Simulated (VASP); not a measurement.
Set up this calculation in VASP 6.6.1, as the native input.

```yaml
Task: single point
Functional: PBE
Dispersion: D3(BJ)
Potentials_or_basis: VASP PAW PBE potentials, release 64 (H, C)
Cutoff: 520 eV
k_mesh: 1 × 1 × 1
Occupations: fermi-dirac, width 0.05 eV
Spin: no spin polarisation
Dipole_correction: no
Further_INCAR_settings: LREAL = Auto; ALGO = Normal; EDIFF = 1e-06; NBANDS = 40
```

The structure of H6C lies in POSCAR:

```
H6C
1.0
    7.1919660000      0.0000000000      0.0000000000
    0.0000000000      7.1919660000      0.0000000000
    0.0000000000      0.0000000000      7.1919660000
H C
24 4
Direct
    1.0171488575      0.1470946887      0.9564422301
    1.0572213495      0.2425623258      0.9892983365
   -0.1742221807     -0.0105117293      0.7173421009
   -0.1600674975      0.0616243180      0.6480981695
    0.2988890659      0.3697041949      0.2970675890
    0.3073290391      0.2734022936      0.3258914183
    0.3807581960      0.0428116596      0.9016727832
    0.3839284001     -0.0581204082      0.9161611721
    0.0671304620      0.7837217250      0.9159804148
   -0.1800342215      0.8168698239      0.9775074020
   -0.0607900538      0.5958176109      0.9994485513
   -0.1139883031      0.6977368914      0.7693445714
    0.4027271542      0.9971960379      0.2245144096
    0.1750703493      0.9592509197      0.2103458220
    0.2914084966      0.9702493032      0.4463313647
    0.3273791895      0.7715414672      0.2959552367
    0.3248624924      0.5900472833      0.8536747810
    0.2287969659      0.4972492918      0.6510041900
    0.4385727074      0.3919234323      0.7781460591
    0.4667847429      0.5868214616      0.6420080406
    0.6853063543      0.3996820897      0.2063830669
    0.8520062525      0.2474983892      0.3116950219
    0.6080117731      0.2365556233      0.3967204517
    0.7800787712      0.4348463271      0.4328997106
   -0.0751672074      0.7206374446      0.9123374610
    0.2942728038      0.9278269669      0.2995008597
    0.3638087277      0.5122243348      0.7235156562
    0.7228899580      0.3255438082      0.3356384054
```

These files were run (other wordings do the same):

INCAR

```
PREC     = Accurate       # precision mode
ENCUT    = 520            # plane-wave cutoff, eV
EDIFF    = 1E-6           # SCF threshold, eV
ISMEAR   = -1             # smearing method
SIGMA    = 0.05           # smearing width, eV
LREAL    = Auto         
LASPH    = T              # aspherical terms in the spheres
NELM     = 80             # most SCF steps
ALGO     = Normal         # electronic algorithm
ISIF     = 2              # what is computed and relaxed
LWAVE    = F              # write WAVECAR
LCHARG   = F              # write CHGCAR
GGA      = PE             # functional
IVDW     = 12             # dispersion correction
NBANDS   = 40             # bands
```

KPOINTS

```
regular mesh
0
Gamma
  1 1 1
```

Potentials or basis: VASP PAW PBE potentials, release 64 (H, C).

The run is started by

```sh
$ cat potpaw_PBE.64/H/POTCAR potpaw_PBE.64/C/POTCAR > POTCAR
$ mpirun -np 1 vasp_gam > vasp.out
```

It gave:

- Pressure: -0.8 GPa
- Largest force: 1.769 eV/Å
- Band gap on the k mesh: 7.68 eV
- Dispersion energy per atom: -0.022 eV

Caveat: the k points lie up to 0.87 Å⁻¹ apart.

Wall time 41 s on 1 thread of Intel Xeon 6975P-C, with other jobs on the host, peak memory 0.34 GiB.
